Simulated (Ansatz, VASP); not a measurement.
One calculation of Pt, two programs

File INCAR:

```
SYSTEM = Pt
ALGO = Normal ; EDIFF = 1E-6
ENCUT = 520 ; GGA = PE
ISIF = 2 ; ISMEAR = 0
LASPH = .True. ; LCHARG = .False.
LREAL = .False. ; LWAVE = .False.
NBANDS = 11 ; NELM = 100
PREC = Accurate ; SIGMA = 0.022
```

Contents of KPOINTS:

```
k-points
0
Gamma
  12 12 12
  0 0 0
```

POSCAR

```
Pt
1.0
   -1.5842200000      1.5842200000      1.5842200000
    1.5842200000     -1.5842200000      1.5842200000
    1.5842200000      1.5842200000     -1.5842200000
Pt
1
Direct
    0.0000000000      0.0000000000      0.0000000000
```

The input input.yaml:

```yaml
crystal:
  lattice:
    - [-1.58422, 1.58422, 1.58422]
    - [1.58422, -1.58422, 1.58422]
    - [1.58422, 1.58422, -1.58422]
  atoms:
    - { symbol: Pt, position: [0.0, 0.0, 0.0] }
hamiltonian:
  xc: pbe
  pseudopotentials: { kind: paw }
kpoints:
  mp_grid: { grid: [12, 12, 12] }
scf:
  occupations: { method: gaussian, width: 0.022 }
output:
  forces: true
  stress: true
  eigenvalues: true
  write_density: true
  write_potential: true
  elf: true
  volumetric_format: npy
```

Alike in both runs: task single point; functional PBE; k mesh 12 × 12 × 12; occupations gaussian, width 0.022 eV; no spin polarisation.

|  | VASP | Ansatz |
| --- | --- | --- |
| version | VASP 6.6.1 | Ansatz 0.2.0 |
| potentials or method | VASP PAW PBE potentials, release 64 (Pt) | Ansatz PAW |
| plane-wave cutoff (eV) | 520 | 420 |
| valence electrons in the cell | 10 | 18 |

```tsv
	VASP	Ansatz	Ansatz less VASP
gap on the k mesh at the Fermi level (eV)	none	none	-
pressure (GPa)	-1.9	-1.4	+0.46
```

A gap of «none» marks a metal or a gap that the smearing closes. VASP's potentials hold 10 valence electrons a cell and Ansatz's 18, so a difference there can come from the potentials and not from the codes.

Spin-orbit coupling is off throughout.
